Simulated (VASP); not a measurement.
**Al5As: single point with PBE**

The system is Al5As.

```
Al As
1.0
     5.41437    0.00000    0.00000
    -2.70719    4.68898    0.00000
     0.00000    0.00000    7.79819
Al As
5 1
Direct
  0.00000 0.00000 0.17934
  0.00000 0.00000 0.82066
  0.50000 0.00000 0.50000
  0.00000 0.50000 0.50000
  0.50000 0.50000 0.50000
  0.00000 0.00000 0.50000
```

```json
{"Program": "VASP 6.6.1", "Task": "single point", "Functional": "PBE", "Potentials or basis": "VASP PAW PBE potentials, release 64 (Al, As)", "Cutoff": "520 eV", "k mesh": "6 × 6 × 4", "Occupations": "gaussian, width 0.1 eV", "Spin": "no spin polarisation"}
```

* Pressure: 0.1 GPa
* Largest force: 0.018 eV/Å
* Band gap on the k mesh: zero (band 10 reaches 2.95 eV, above the bottom of band 11 at 1.28 eV)

Forces in eV/Å, atoms in the order of the input:
```
Al   0.000  0.000 -0.018
Al   0.000  0.000  0.018
Al   0.000  0.000  0.000
Al   0.000  0.000  0.000
Al   0.000  0.000  0.000
As   0.000  0.000  0.000
```

Levels at points of the mesh, in eV from the Fermi level:
```csv
k point,band 6,band 7,band 8,band 9,band 10,band 11,band 12,band 13,band 14,band 15
"(0.00, 0.00, 0.00)",-4.90,-2.81,-1.89,-1.89,0.07,0.80,1.21,1.47,1.47,1.48
"(0.50, 0.00, 0.00)",-4.78,-1.63,-0.47,-0.13,0.62,0.68,0.80,1.10,1.21,1.58
"(0.00, 0.00, 0.50)",-3.29,-2.81,-2.42,-1.88,-1.88,0.01,0.60,0.60,3.00,3.00
"(0.50, 0.00, 0.50)",-3.07,-2.07,-1.99,-0.45,-0.04,0.69,0.89,1.66,1.67,1.68
```

Wall time 79 s on 1 thread of Intel(R) Xeon(R) Platinum 8259CL CPU @ 2.50GHz (Skylake/Cascade Lake), on a shared host, peak memory 0.31 GiB.
